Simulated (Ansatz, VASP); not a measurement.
**HfC: VASP beside Ansatz**

INCAR

```
  PREC = Accurate
  ENCUT = 520
  EDIFF = 1E-6
  ISMEAR = -1
  SIGMA = 0.05
  LREAL = False
  LASPH = True
  NELM = 150
  ALGO = Normal
  ISIF = 2
  LWAVE = False
  LCHARG = True
  MAGMOM = 0 0 0 0 0 0
  LORBIT = 11
  LSORBIT = True
  GGA_COMPAT = False
  LORBMOM = True
  LMAXMIX = 4
  GGA = PE
  LVHAR = True
  NBANDS = 26
```

File KPOINTS:

```
Automatic mesh
0
Gamma
  15 15 15
```

Contents of POSCAR:

```
HfC
1.0
    0.0000000000      2.3250000000      2.3250000000
    2.3250000000      0.0000000000      2.3250000000
    2.3250000000      2.3250000000      0.0000000000
Hf C
1 1
Direct
    0.5000000000      0.5000000000      0.5000000000
    0.0000000000      0.0000000000      0.0000000000
```

Input for Ansatz:

```yaml
crystal:
  lattice:
    - [0.0, 2.325, 2.325]
    - [2.325, 0.0, 2.325]
    - [2.325, 2.325, 0.0]
  atoms:
    - { symbol: Hf, position: [0.5, 0.5, 0.5] }
    - { symbol: C, position: [0.0, 0.0, 0.0] }
kpoints:
  mp_grid: { grid: [15, 15, 15] }
  band_path:
    path:
      - [0.0, 0.0, 0.0]
      - [0.5, 0.0, 0.5]
      - [0.625, 0.25, 0.625]
      - [0.375, 0.375, 0.75]
      - [0.0, 0.0, 0.0]
      - [0.5, 0.5, 0.5]
      - [0.5, 0.25, 0.75]
      - [0.5, 0.0, 0.5]
    npoints: 5
scf:
  occupations: { method: fermi_dirac, width: 0.05 }
hamiltonian:
  xc: pbe
  pseudopotentials: { kind: all_electron, lapw: { basis_error: 0.001 } }
output:
  forces: true
  stress: true
  eigenvalues: true
magnetization:
  noncollinear: true
  spin_orbit: true
```

Alike in both runs: task single point; functional PBE; k mesh 15 × 15 × 15; occupations fermi-dirac, width 0.05 eV; non-collinear spin, spin-orbit coupling.

|  | VASP | Ansatz |
| --- | --- | --- |
| version | VASP 6.6.1 | Ansatz 0.2.0 |
| potentials or method | VASP PAW PBE potentials, release 64 (Hf_pv, C), cutoff 520 eV | all-electron LAPW |

```csv
,VASP,Ansatz,Ansatz less VASP
pressure (GPa),-0.6,-0.4,+0.23
```

Ansatz ran all-electron here, and VASP with PAW potentials.
